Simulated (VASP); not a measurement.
# O (C2/m) in VASP: notebook

O is run at these levels: PBEsol; tasks: single point.

All numbers are computed with VASP 6.6.1; they aren't measurements. Logs are shortened: lines on timing, memory, paths and dates and some standing lists are left out, and cuts for length are marked.

**1. The cell of the first run**

It takes space group C2/m (No. 12, monoclinic). The conventional cell has a = 5.703 Å, b = 3.325 Å, c = 4.363 Å, α = 90.00°, β = 123.29°, γ = 90.00°. Within 1.6 Å of O (site symmetry m) lie 1 O at 1.22 Å.

**2. Single point, PBEsol**

Input file INCAR:

```
ALGO = Normal
EDIFF = 1E-7
ENCUT = 520
GGA = PS
ISIF = 2
ISMEAR = -1
LASPH = True
LCHARG = False
LREAL = False
LWAVE = False
NBANDS = 13
NELM = 80
PREC = Accurate
SIGMA = 0.05
```

Input file KPOINTS:

```
k-points
0
Gamma
  8 8 6
```

Input file POSCAR:

```
O
1.0
    2.8514028533     -1.6624159400      0.0000000000
    2.8514028533      1.6624159400      0.0000000000
   -2.3944914034      0.0000000000      3.6470501824
O
2
Direct
    0.9745461700      0.9745461700      0.8444259800
    0.0254538300      0.0254538300      0.1555740200
```

Potentials or basis: VASP PAW PBE potentials, release 64 (O).

Launch:

```sh
$ cat potpaw_PBE.64/O/POTCAR > POTCAR
$ mpirun -np 1 vasp_std > vasp.out
```

OUTCAR:

```text
EDIFF = 1E-7
   ENCUT = 520
   GGA = PS
   ISIF = 2
   ISMEAR = -1
   LASPH = True
   LREAL = False
   NELM = 80
   PREC = Accurate

 ion  position               nearest neighbor table
   1  0.975  0.975  0.844-   2 1.22
   2  0.025  0.025  0.156-   1 1.22

  LATTYP: Found a base centered monoclinic cell.
 ALAT       =     5.7028057066
 B/A-ratio  =     0.5830168607
 C/A-ratio  =     0.7650377976
 COS(beta)  =    -0.5488350190

  Lattice vectors:

 A1 = (   2.8514028533,  -1.6624159400,   0.0000000000)
 A2 = (   2.8514028533,   1.6624159400,   0.0000000000)
 A3 = (  -2.3944914034,   0.0000000000,   3.6470501824)

Analysis of symmetry for initial positions (statically):
=====================================================================
 Subroutine PRICEL returns:
 Original cell was already a primitive cell.

 Routine SETGRP: Setting up the symmetry group for a
 base centered monoclinic supercell.

 Subroutine GETGRP returns: Found  4 space group operations
 (whereof  4 operations were pure point group operations)
 out of a pool of  4 trial point group operations.

The static configuration has the point symmetry C_2h.

Analysis of symmetry for dynamics (positions and initial velocities):
=====================================================================
 Subroutine PRICEL returns:
 Original cell was already a primitive cell.

 Routine SETGRP: Setting up the symmetry group for a
 base centered monoclinic supercell.

 Subroutine GETGRP returns: Found  4 space group operations
 (whereof  4 operations were pure point group operations)
 out of a pool of  4 trial point group operations.

The dynamic configuration has the point symmetry C_2h.

 Subroutine INISYM returns: Found  4 space group operations
 (whereof  4 operations are pure point group operations),
 and found     1 'primitive' translations

----------------------------------------------------------------------------------------

                                     Primitive cell

  volume of cell :      34.5756

  direct lattice vectors                    reciprocal lattice vectors
     2.851402853 -1.662415940  0.000000000     0.175352283 -0.300767087  0.115128532
     2.851402853  1.662415940  0.000000000     0.175352283  0.300767087  0.115128532
    -2.394491403  0.000000000  3.647050182     0.000000000  0.000000000  0.274194198

  length of vectors
     3.300624939  3.300624939  4.362861918     0.366693118  0.366693118  0.274194198

  position of ions in fractional coordinates (direct lattice)
     0.974546170  0.974546170  0.844425980
     0.025453830  0.025453830  0.155574020

  ion indices of the primitive-cell ions
   primitive index   ion index
                 1           1
                 2           2

----------------------------------------------------------------------------------------

 KPOINTS: k-points

Automatic generation of k-mesh.
 Grid dimensions read from file:
 generate k-points for:    8    8    6

 Generating k-lattice:

  Cartesian coordinates                     Fractional coordinates (reciprocal lattice)
     0.021919035 -0.037595886  0.014391067     0.125000000  0.000000000  0.000000000
     0.021919035  0.037595886  0.014391067     0.000000000  0.125000000  0.000000000
     0.000000000  0.000000000  0.045699033     0.000000000  0.000000000  0.166666667

  Length of vectors
     0.045836640  0.045836640  0.045699033

  Shift w.r.t. Gamma in fractional coordinates (k-lattice)
     0.000000000  0.000000000  0.000000000

 Subroutine IBZKPT returns following result:
 ===========================================

 Found    114 irreducible k-points:

 Following reciprocal coordinates:
            Coordinates               Weight
  0.000000  0.000000  0.000000      1.000000
  0.125000  0.000000 -0.000000      4.000000
  0.250000  0.000000 -0.000000      4.000000
  0.375000  0.000000 -0.000000      4.000000
  0.500000  0.000000 -0.000000      2.000000
  0.125000  0.125000  0.000000      2.000000
[... 16 lines left out ...]
  0.125000  0.000000  0.166667      4.000000
  0.250000  0.000000  0.166667      4.000000
 [... further k-points ...]
   k-points           NKPTS =    114   k-points in BZ     NKDIM =    114   number of bands    NBANDS=     13
   number of dos      NEDOS =    301   number of ions     NIONS =      2
   total plane-waves  NPLWV =  25088
   dimension x,y,z NGX =    28 NGY =   28 NGZ =   32
   dimension x,y,z NGXF=    56 NGYF=   56 NGZF=   64
   ions per type =               2
   NGX,Y,Z   is equivalent  to a cutoff of  14.10, 14.10, 12.19 a.u.
   NGXF,Y,Z  is equivalent  to a cutoff of  28.21, 28.21, 24.39 a.u.
 SYSTEM =  unknown system
   PREC   = accura    normal or accurate (medium, high low for compatibility)
   ISTART =      0    job   : 0-new  1-cont  2-samecut
   ICHARG =      2    charge: 1-file 2-atom 10-const
   ISPIN  =      1    spin polarized calculation?
   LNONCOLLINEAR =      F non collinear calculations
   LSORBIT =      F    spin-orbit coupling
   LASPH  =      T    aspherical Exc in radial PAW
   ENCUT  =  520.0 eV  38.22 Ry    6.18 a.u.   6.14  6.14  8.11*2*pi/ulx,y,z
   NELM   =     80;   NELMIN=  2; NELMDL= -5     # of ELM steps
   EDIFF  = 0.1E-06   stopping-criterion for ELM
   LREAL  =      F    real-space projection
   EDIFFG = 0.1E-05   stopping-criterion for IOM
   NSW    =      0    number of steps for IOM
   IBRION =     -1    ionic relax: 0-MD 1-quasi-New 2-CG
   NFREE  =      0    steps in history (QN), initial steepest desc. (CG)
   ISIF   =      2    stress and relaxation
   ISYM   =      2    0-nonsym 1-usesym 2-fastsym
   POTIM  = 0.5000    time-step for ionic-motion
   TEBEG  =    0.0;   TEEND  =   0.0 temperature during run
   PSTRESS=    0.0 pullay stress
   NELECT =      12.0000    total number of electrons
   NUPDOWN=      -1.0000    fix difference up-down
   EMIN   =  10.00;   EMAX   =-10.00  energy-range for DOS
   EFERMI =   0.00;   METHOD = LEGACY
   ISMEAR =    -1;   SIGMA  =   0.05  broadening in eV -4-tet -1-fermi 0-gaus
   EFERMI_NEDOS =   21; number of points for ismear=-14 and -15
   IALGO  =     38    algorithm
   IMIX   =      4    mixing-type and parameters
     AMIX     =   0.40;   BMIX     =  1.00
     AMIX_MAG =   1.60;   BMIX_MAG =  1.00
  volume/ion in A,a.u.               =      17.29       116.66
  Fermi-wavevector in a.u.,A,eV,Ry     =   1.150479  2.174089 18.008688  1.323601
  Thomas-Fermi vector in A             =   2.287142
   LORBIT       =      0    0 simple, 1 ext, 2 COOP (PROOUT), +10 PAW based schemes
   GGA     = PS    functional components
   LHFCALC =     F    Hartree Fock is set to
   AEXX    =    0.0000 exact exchange contribution
   IVDW    =     0    specifies the selected vdW correction
   LEPSILON=     F    determine dielectric tensor
   LRPA    =     F    only Hartree local field effects (RPA)
 non-spin polarized calculation
  energy-cutoff  :      520.00
  volume of cell :       34.58
 maximum number of plane-waves:       958
 NGX is ok and might be reduce to    28
   NGX = 13   NGY = 13   NGZ = 17

 number of electron      11.9999999 magnetization

 Free energy of the ion-electron system (eV)
  ---------------------------------------------------
  ext. energy  EPLUGINS =         0.00000000
  ---------------------------------------------------
  free energy    TOTEN  =        -9.49961258 eV

  energy without entropy =       -9.44703154  energy(sigma->0) =       -9.47332206

 E-fermi :  -1.8367     XC(G=0):  -7.5255

 val. band max:       -1.8423446007   @ k =   0.3750   0.3750  -0.0000
 cond. band min:      -1.8354781460   @ k =   0.3750   0.3750   0.1667
 fundamental gap:      0.0068664547
 Fermi energy:        -1.8367462929

 k-point     1 :       0.0000    0.0000    0.0000
  band No.  band energies     occupation
      1     -28.3310      2.00000
      2     -15.5054      2.00000
      3      -9.6434      2.00000
      4      -8.1326      2.00000
      5      -8.0957      2.00000
      6      -1.9328      1.74447
      7      -1.6514      0.04793
      8       4.8205      0.00000
      9       8.5852      0.00000
     10      12.3567      0.00000
     11      13.5451      0.00000
     12      16.1828      0.00000
     13      17.2141      0.00000

 k-point     2 :       0.1250    0.0000   -0.0000
  band No.  band energies     occupation
      1     -28.3148      2.00000
      2     -15.5104      2.00000
      3      -9.6163      2.00000
      4      -8.2479      2.00000
      5      -8.1268      2.00000
      6      -1.9115      1.63383
      7      -1.7089      0.14388
      8       5.1522      0.00000
      9       8.5688      0.00000
     10      11.9954      0.00000
     11      14.0480      0.00000
     12      15.1269      0.00000
     13      16.7554      0.00000

 k-point     3 :       0.2500    0.0000   -0.0000
  band No.  band energies     occupation
      1     -28.2759      2.00000
      2     -15.5221      2.00000
      3      -9.5386      2.00000
      4      -8.5490      2.00000
      5      -8.1819      2.00000
      6      -1.9322      1.74203
      7      -1.7750      0.45031
      8       6.0392      0.00000
      9       8.5303      0.00000
     10      11.7364      0.00000
     11      12.6784      0.00000
     12      15.2869      0.00000
     13      15.8084      0.00000
[... 305 lines left out ...]
 k-point    23 :       0.1250    0.0000    0.1667
  band No.  band energies     occupation
      1     -28.3032      2.00000
      2     -15.6646      2.00000
      3      -9.3493      2.00000
      4      -8.2926      2.00000
      5      -8.1416      2.00000
      6      -1.8455      1.08689
      7      -1.6243      0.02818
      8       5.2315      0.00000
      9       8.2304      0.00000
     10      10.1613      0.00000
     11      14.2782      0.00000
     12      16.8275      0.00000
     13      17.3319      0.00000

 k-point    24 :       0.2500    0.0000    0.1667
  band No.  band energies     occupation
      1     -28.2650      2.00000
      2     -15.6649      2.00000
      3      -9.2613      2.00000
      4      -8.6192      2.00000
      5      -8.1987      2.00000
      6      -1.9090      1.61860
      7      -1.6587      0.05527
      8       6.1411      0.00000
      9       8.3468      0.00000
     10      10.2364      0.00000
     11      12.0150      0.00000
     12      16.6878      0.00000
     13      17.7550      0.00000

 [... further k-points ...]
[... 5 lines left out ...]
  --------------------------------------------------------------------------------------
  -------------------------------------------------------------------------------------
  Total       -0.0596778     -0.8377260     -0.1840106      0.0000000      0.0000000     -0.0039733
  in kB       -2.7653694    -38.8188408     -8.5267481      0.0000000      0.0000000     -0.1841178
  external PRESSURE =     -16.7036528 kB  Pullay stress =       0.0000000 kB

 VOLUME and BASIS-vectors are now :
 -----------------------------------------------------------------------------
  energy-cutoff  :      520.00
  volume of cell :       34.58
      direct lattice vectors                 reciprocal lattice vectors
     2.851402853 -1.662415940  0.000000000     0.175352283 -0.300767087  0.115128532
     2.851402853  1.662415940  0.000000000     0.175352283  0.300767087  0.115128532
    -2.394491403  0.000000000  3.647050182     0.000000000  0.000000000  0.274194198

 POSITION                                       TOTAL-FORCE (eV/Angst)
 -----------------------------------------------------------------------------------
      3.53568      0.00000      3.07966         0.003780      0.000000     -0.430503
     -0.22736      0.00000      0.56739        -0.003780      0.000000      0.430503
 -----------------------------------------------------------------------------------
    total drift:                                0.000000      0.000000      0.000000

  FREE ENERGIE OF THE ION-ELECTRON SYSTEM (eV)
  ---------------------------------------------------
  free  energy   TOTEN  =        -9.4996125764 eV

  energy  without entropy=       -9.4470315350  energy(sigma->0) =       -9.47332206
```

Run time: 66 s. Hardware: 1 thread of Intel Xeon Platinum 8488C (Sapphire Rapids), shared host; peak memory 0.17 GiB.

What came out:

| Property | Result |
| --- | --- |
| Free energy | -9.4996 eV |
| Pressure | -1.7 GPa |
| Largest force | 0.431 eV/Å |
| Band gap on the k mesh | zero (bands 6 and 7 overlap by 0.32 eV) |

Forces in eV/Å, atoms in the order of the input:
```
O    0.004  0.000 -0.431
O   -0.004  0.000  0.431
```

Caveat: the standard files for N, O and F lose accuracy on very short bonds; spin is off for a triplet molecule; this functional lacks dispersion, which holds the molecules together, so the pressure and a relaxed volume are unreliable; the PAW data sets were made with another functional, which shifts forces and pressure a little.

(Part 1 of 2 ends here.)
